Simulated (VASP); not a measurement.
The system is GaGeO4.

```
CELL_PARAMETERS angstrom
4.85933 0.00000 0.00000
-2.42967 4.20830 0.00000
0.00000 0.00000 3.83174
ATOMIC_POSITIONS crystal
Ga 0.00000 0.00000 0.00000
Ge 0.33333 0.66667 0.00000
O 0.66667 0.33333 0.00000
O 0.50161 0.00321 0.50000
O 0.99679 0.49839 0.50000
O 0.50161 0.49839 0.50000
```

The cell was generated, and may not be a known phase.

```yaml
Program: VASP 6.6.1
Task: relaxation of cell and atoms
Functional: PBE
Potentials_or_basis: VASP PAW PBE potentials, release 64 (Ga_d, Ge_d, O)
Cutoff: 600 eV
k_mesh: 6 × 6 × 4
Occupations: gaussian, width 0.1 eV
Spin: no spin polarisation
```

At the start: pressure -9.3 GPa; volume 13.06 Å³/atom.

Q: How do energy, volume and symmetry change on relaxing?

A: Over 22 steps the energy falls by 705.8 meV/atom and the volume is 12.03 Å³/atom (-7.9 %); space group P-6m2 (No. 187, to 0.1 Å) before and after.

Step by step:
| step | energy change (eV) | largest force (eV/Å) | pressure (GPa) | volume (Å³) |
| --- | --- | --- | --- | --- |
| 1 | 0.0000 | 0.7607 | -9.33 | 78.36 |
| 2 | -0.5683 | 0.3687 | -2.02 | 70.00 |
| 3 | -0.7153 | 0.1115 | 5.35 | 65.29 |
| 4 | -1.2022 | 0.2607 | 9.62 | 63.27 |
| 5 | -2.4997 | 0.9635 | 30.07 | 57.63 |
| 6 | -2.1899 | 1.9825 | 48.82 | 54.72 |
| 7 | -2.5147 | 1.1950 | 34.17 | 56.90 |
| 8 | -2.6873 | 1.2101 | 34.71 | 56.99 |
| 9 | -2.8536 | 1.3106 | 38.44 | 57.13 |
| 10 | -3.1562 | 0.9098 | 32.37 | 58.48 |
| 11 | -3.7814 | 0.0865 | 17.43 | 62.66 |
| 12 | -4.0369 | 1.3784 | -2.12 | 71.56 |
| 13 | -4.0745 | 1.1383 | 1.56 | 69.33 |
| 14 | -4.0753 | 1.0968 | 2.22 | 68.99 |
| 15 | -4.1135 | 0.9708 | 1.76 | 69.34 |
| 16 | -4.1921 | 0.5789 | 0.71 | 70.41 |
| 17 | -4.1878 | 0.2950 | -0.58 | 72.56 |
| 18 | -4.2169 | 0.1791 | -0.02 | 71.43 |
| 19 | -4.2244 | 0.1069 | 0.23 | 71.50 |
| 20 | -4.2321 | 0.0574 | 0.94 | 71.66 |
| 21 | -4.2322 | 0.0814 | 1.03 | 71.68 |
| 22 | -4.2345 | 0.0093 | 0.38 | 72.15 |

Final structure:
```
Ga Ge O
1.0
     5.50809    0.00000    0.00000
    -2.75405    4.77015    0.00000
     0.00000    0.00000    2.74614
Ga Ge O
1 1 4
Direct
  0.00000 0.00000 0.00000
  0.33333 0.66667 0.00000
  0.66667 0.33333 0.00000
  0.48104 0.96208 0.50000
  0.03792 0.51896 0.50000
  0.48104 0.51896 0.50000
```

Caveat: the k points lie up to 0.57 Å⁻¹ apart in the final cell, too coarse for converged energies and pressures of a metal; a cell axis changed by over 15 % at a fixed basis, so the end point is rough; an odd number of electrons without spin polarisation forces a metal; a magnetic or distorted state may lie lower.
